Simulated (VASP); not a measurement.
Here is a VASP 6.6.1 calculation.

File INCAR:

```
PREC = Accurate ; ENCUT = 600
EDIFF = 1E-6 ; ISMEAR = 0
SIGMA = 0.05 ; LREAL = False
LASPH = True ; NELM = 60
ALGO = Normal ; ISIF = 4
LWAVE = False ; LCHARG = False
GGA = PE ; IBRION = 2
NSW = 60 ; EDIFFG = -0.01
```

The input KPOINTS:

```
Automatic mesh
0
Gamma
  8 8 6
```

Contents of POSCAR:

```
TePb
1.0
    4.4719916126      0.0000000000      0.0000000000
   -2.2359958063      3.8728583420      0.0000000000
    0.0000000000      0.0000000000      7.8603745410
Pb Te
2 2
Direct
    0.0000000000      0.0000000000      0.0000000000
    0.0000000000      0.0000000000      0.5000000000
    0.3333333333      0.6666666667      0.2500000000
    0.6666666667      0.3333333333      0.7500000000
```

Potentials or basis: VASP PAW PBE potentials, release 64 (Pb_d, Te).

Launch:

```console
$ cat potpaw_PBE.64/Pb_d/POTCAR potpaw_PBE.64/Te/POTCAR > POTCAR
$ mpirun -np 1 vasp_std > vasp.out
```

Problem. What does it give for the band gap on the k mesh?

Solution. 0.09 eV, indirect (least direct gap 0.12 eV).

The path:
| step | energy change (eV) | largest force (eV/Å) | pressure (GPa) | volume (Å³) |
| --- | --- | --- | --- | --- |
| 1 | 0.0000 | 0.0000 | 2.36 | 136.14 |
| 2 | -0.0002 | 0.0000 | 2.35 | 136.14 |
| 3 | -0.0004 | 0.0000 | 2.32 | 136.14 |

Caveat: the cell differs from its parent crystal (volume scaled by 0.945); spin-orbit coupling is left out, which moves the levels of the heavy elements. A k mesh can miss the band edges.
